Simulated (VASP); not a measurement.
Wanted: the native input for a VASP 6.6.1 run.

```yaml
Task: single point
Functional: PBE
Potentials_or_basis: VASP PAW PBE potentials, release 64 (Li_sv, H)
Cutoff: 520 eV
k_mesh: 24 × 24 × 14
Occupations: gaussian, width 0.1 eV
Spin: no spin polarisation
Dipole_correction: no
Further_INCAR_settings: ALGO = Normal; EDIFF = 1e-06; NBANDS = 9
```

The structure of LiH lies in POSCAR:

```
LiH
1.0
    1.3786514723     -2.7466112860      0.0000000000
    1.3786514723      2.7466112860      0.0000000000
    0.0000000000      0.0000000000      2.6385541397
Li H
1 1
Direct
    0.5000000000      0.5000000000      0.5000000000
    0.0000000000      0.0000000000      0.0000000000
```

The cell was generated, and may not be a known phase.

One way to write it, as run:

INCAR

```
PREC = Accurate ; ENCUT = 520
EDIFF = 1E-6 ; ISMEAR = 0
SIGMA = 0.1 ; LREAL = False
LASPH = True ; NELM = 80
ALGO = Normal ; ISIF = 2
LWAVE = False ; LCHARG = False
GGA = PE ; NBANDS = 9
```

KPOINTS

```
Automatic mesh
0
Gamma
  24 24 14
```

Potentials or basis: VASP PAW PBE potentials, release 64 (Li_sv, H).

The run is started by

```console
$ cat potpaw_PBE.64/Li_sv/POTCAR potpaw_PBE.64/H/POTCAR > POTCAR
$ mpirun -np 1 vasp_std > vasp.out
```

Results of the run:

* Band gap on the k mesh: 0.08 eV (least direct gap 2.97 eV)

It took 110 s on 1 thread of Intel(R) Xeon(R) Platinum 8259CL CPU @ 2.50GHz (Skylake/Cascade Lake) (shared host), peak memory 0.29 GiB.
